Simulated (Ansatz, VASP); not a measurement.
## CoSi in VASP and in Ansatz

```
CELL_PARAMETERS angstrom
2.80957 0.00000 0.00000
0.00000 2.80957 0.00000
0.00000 0.00000 2.72571
ATOMIC_POSITIONS crystal
Co 0.00000 0.00000 0.00000
Si 0.50000 0.50000 0.50000
```

Change from the starting cell: stretched by -2 % along [0.0, 0.0, 1.0] at fixed volume; spin-orbit coupling, moments along 110, PAW files.

Alike in both runs: task single point; functional PBE; k mesh 12 × 12 × 13; occupations fermi-dirac, width 0.1 eV; non-collinear spin, spin-orbit coupling.

```csv
,VASP,Ansatz
version,VASP 6.6.1,Ansatz 0.2.0
potentials or method,"VASP PAW PBE potentials, release 64 (Co, Si)","PAW with Ansatz's default frozen-core files, fully relativistic files with spin-orbit coupling"
plane-wave cutoff (eV),520,420
valence electrons in the cell,13,21
```

Ansatz gave:

```
net moment per atom (μB) : 0.26
```

**Question.** What did VASP give for the same quantities?

**Answer.** net moment per atom (μB): 0.25.

VASP's potentials hold 13 valence electrons a cell and Ansatz's 21, so a difference there can come from the potentials and not from the codes.
